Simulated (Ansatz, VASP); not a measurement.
# One calculation of PtS2, two programs

```
CELL_PARAMETERS angstrom
3.54153 0.00000 0.00000
-1.77076 3.06705 0.00000
0.00000 0.00000 22.46706
ATOMIC_POSITIONS crystal
S 0.66667 0.33333 0.20029
S 0.33333 0.66667 0.31083
S 0.77778 0.22222 0.44169
S 0.11111 0.88889 0.55223
Pt 0.00000 0.00000 0.25556
Pt 0.44444 0.55556 0.49696
```

Alike in both runs: task single point; functional PBE; dispersion D3(BJ); k mesh 9 × 9 × 1; occupations gaussian, width 0.05 eV; no spin polarisation.

|  | VASP | Ansatz |
| --- | --- | --- |
| version | VASP 6.6.1 | Ansatz 0.2.0 |
| potentials or method | VASP PAW PBE potentials, release 64 (S, Pt), cutoff 520 eV | scalar-relativistic, plane waves, PAW |
| valence electrons in the cell | 44 | 60 |

Ansatz gave:

* gap on the k mesh at the Fermi level (eV): 1.19
* least direct gap on the mesh (eV): 1.32
* rms of the force components (eV/Å): 0.041

Task: Which values does VASP return?

Result: gap on the k mesh at the Fermi level (eV): 1.20; least direct gap on the mesh (eV): 1.33; rms of the force components (eV/Å): 0.046.

VASP's potentials hold 44 valence electrons a cell and Ansatz's 60, so a difference there can come from the potentials and not from the codes.

Neither program's run includes spin-orbit coupling.
